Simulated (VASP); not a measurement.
Input of a VASP 6.6.1 run:

INCAR

```
  ALGO = Normal
  EDIFF = 1E-6
  ENCUT = 520
  GGA = PS
  ISIF = 2
  ISMEAR = -1
  LASPH = True
  LCHARG = False
  LREAL = False
  LWAVE = False
  NBANDS = 24
  NELM = 80
  PREC = Accurate
  SIGMA = 0.05
```

File KPOINTS:

```
k-points
0
Gamma
  8 8 6
```

POSCAR

```
HfMoC2
1.0
    3.1700034083      0.0000000000      0.0000000000
    0.0000000000      3.1700034083      0.0000000000
    0.0000000000      0.0000000000      4.4550613212
Hf Mo C
1 1 2
Direct
    0.0000000000      0.0000000000      0.0000000000
    0.5000000000      0.5000000000      0.5000000000
    0.5000000000      0.5000000000      0.0000000000
    0.0000000000      0.0000000000      0.5000000000
```

Potentials or basis: VASP PAW PBE potentials, release 64 (Hf_pv, Mo_sv, C).

Run with:

```bash
$ cat potpaw_PBE.64/Hf_pv/POTCAR potpaw_PBE.64/Mo_sv/POTCAR potpaw_PBE.64/C/POTCAR > POTCAR
$ mpirun -np 1 vasp_std > vasp.out
```

(1) Estimate the pressure.

(2) Estimate the band gap on the k mesh.

Answers

(1) -3.3 GPa.

(2) zero (band 16 reaches 10.67 eV, above the bottom of band 17 at 8.00 eV).

Caveat: the PAW data sets were made with another functional, which shifts forces and pressure a little; spin-orbit coupling is left out, which moves the levels of the heavy elements.
